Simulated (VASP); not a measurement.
Set up this calculation in VASP 6.6.1, as the native input.

- Task: single point
- Functional: r2SCAN
- Potentials or basis: VASP PAW PBE potentials, release 64 (Al, Mo_sv, Ta_pv)
- Cutoff: 520 eV
- k mesh: 2 × 2 × 2, shifted
- Occupations: gaussian, width 0.1 eV
- Spin: no spin polarisation
- Dipole correction: no
- Further INCAR settings: LREAL = Auto; ALGO = Normal; EDIFF = 1e-06; NBANDS = 115; ISYM = 0

Ta9Al5Mo6:

```
Al Mo Ta
1.0
    -4.82259    4.82310   -1.64737
    -4.82075   -1.63805    4.84558
     1.64721    4.83527    4.85959
Al Mo Ta
5 6 9
Direct
  0.99950 0.98416 0.98794
  0.78982 0.31353 0.31011
  0.31164 0.79109 0.30947
  0.59943 0.59861 0.59377
  0.30987 0.30684 0.79479
  0.70959 0.71040 0.19252
  0.39336 0.38376 0.39598
  0.50325 0.01859 0.51004
  0.70685 0.19188 0.70625
  0.19571 0.71284 0.71378
  0.39881 0.89353 0.89038
  0.50454 0.51358 0.01862
  0.59305 0.09203 0.09367
  0.09304 0.59237 0.09841
  0.18952 0.19234 0.19344
  0.02222 0.50780 0.51020
  0.09589 0.09485 0.59508
  0.89026 0.89974 0.39125
  0.79508 0.79855 0.79988
  0.89547 0.38647 0.89858
```

One way to write it, as run:

POSCAR

```
Ta9Al5Mo6
1.0
   -4.8225858467      4.8231000028     -1.6473731649
   -4.8207500539     -1.6380453955      4.8455759326
    1.6472135527      4.8352735238      4.8595852464
Al Mo Ta
5 6 9
Direct
    0.9994956447      0.9841624199      0.9879392528
    0.7898157770      0.3135336447      0.3101119849
    0.3116415109      0.7910863323      0.3094730680
    0.5994250851      0.5986118974      0.5937655704
    0.3098677602      0.3068444964      0.7947888223
    0.7095862325      0.7103997535      0.1925241615
    0.3933560302      0.3837573886      0.3959771664
    0.5032473920      1.0185875051      0.5100410169
    0.7068486246      0.1918811172      0.7062507483
    0.1957062039      0.7128392382      0.7137781988
    0.3988081634      0.8935287528      0.8903755628
    0.5045413664      0.5135841288      1.0186167976
    0.5930543537      0.0920254122      0.0936657665
    0.0930435366      0.5923722296      0.0984111476
    0.1895175950      0.1923390990      0.1934404118
    1.0222153885      0.5077977546      0.5102029259
    0.0958925207      0.0948476479      0.5950768286
    0.8902617890      0.8997421017      0.3912518054
    0.7950822639      0.7985520079      0.7998767272
    0.8954662423      0.3864714686      0.8985753174
```

INCAR.step1

```
ALGO     = Normal         # electronic algorithm
EDIFF    = 1E-4           # SCF threshold, eV
ENCUT    = 520            # plane-wave cutoff, eV
GGA      = PE             # functional
ISMEAR   = 0              # smearing method
ISYM     = 0            
LASPH    = T              # aspherical terms in the spheres
LCHARG   = F              # write CHGCAR
LREAL    = Auto         
LWAVE    = T              # write WAVECAR
NBANDS   = 115            # bands
NELM     = 60             # most SCF steps
PREC     = Accurate       # precision mode
SIGMA    = 0.1            # smearing width, eV
```

INCAR.step2

```
ALGO     = Normal         # electronic algorithm
EDIFF    = 1E-6           # SCF threshold, eV
ENCUT    = 520            # plane-wave cutoff, eV
ISIF     = 2              # what is computed and relaxed
ISMEAR   = 0              # smearing method
ISTART   = 1            
ISYM     = 0            
LASPH    = T              # aspherical terms in the spheres
LCHARG   = F              # write CHGCAR
LMIXTAU  = T            
LREAL    = Auto         
LWAVE    = F              # write WAVECAR
METAGGA  = R2SCAN         # meta-GGA
NBANDS   = 115            # bands
NELM     = 60             # most SCF steps
PREC     = Accurate       # precision mode
SIGMA    = 0.1            # smearing width, eV
```

KPOINTS

```
Automatic mesh
0
Gamma
  2 2 2
  0.5 0.5 0.5
```

Potentials or basis: VASP PAW PBE potentials, release 64 (Al, Mo_sv, Ta_pv).

Launch:

```bash
$ cat potpaw_PBE.64/Al/POTCAR potpaw_PBE.64/Mo_sv/POTCAR potpaw_PBE.64/Ta_pv/POTCAR > POTCAR
$ cp INCAR.step1 INCAR
$ mpirun -np 1 vasp_std > vasp.out
$ cp INCAR.step2 INCAR
$ mpirun -np 1 vasp_std > vasp.out
```

It gave:

| Quantity | Value |
| --- | --- |
| Pressure | 0.4 GPa |
| Largest force | 0.041 eV/Å |

Caveat: the k points lie up to 0.46 Å⁻¹ apart; the PAW data sets were made with another functional, which shifts forces and pressure a little.

It took 25 min on 1 thread of AMD EPYC 7R13 (shared host), peak memory 0.46 GiB.
